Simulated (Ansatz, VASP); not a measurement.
AlGa2: VASP beside Ansatz

```
Al Ga
1.0
     4.68144    0.00000    0.00000
    -2.34072    4.05425    0.00000
     0.00000    0.00000    2.86916
Al Ga
1 2
Cartesian
  0.0000 0.0000 1.4346
  0.0000 2.7028 0.0000
  2.3407 1.3514 0.0000
```

Alike in both runs: functional PBE; k mesh 6 × 6 × 6; occupations gaussian, width 0.1 eV; no spin polarisation.

Ansatz relaxed the structure, and its values are those at the end. VASP's run is a single point on that final structure, the one shown.

```csv
,VASP,Ansatz
version,VASP 6.6.1,Ansatz 0.2.0
potentials or method,"VASP PAW PBE potentials, release 64 (Al, Ga_d), cutoff 520 eV","scalar-relativistic, plane waves, PAW"
valence electrons in the cell,29,29
```

```tsv
	VASP	Ansatz	Ansatz less VASP
gap on the k mesh at the Fermi level (eV)	none	none	-
pressure (GPa)	0.2	0.1	-0.06
```

A gap of «none» marks a metal or a gap that the smearing closes.

The k mesh is coarse, so the values compare programs but aren't converged.
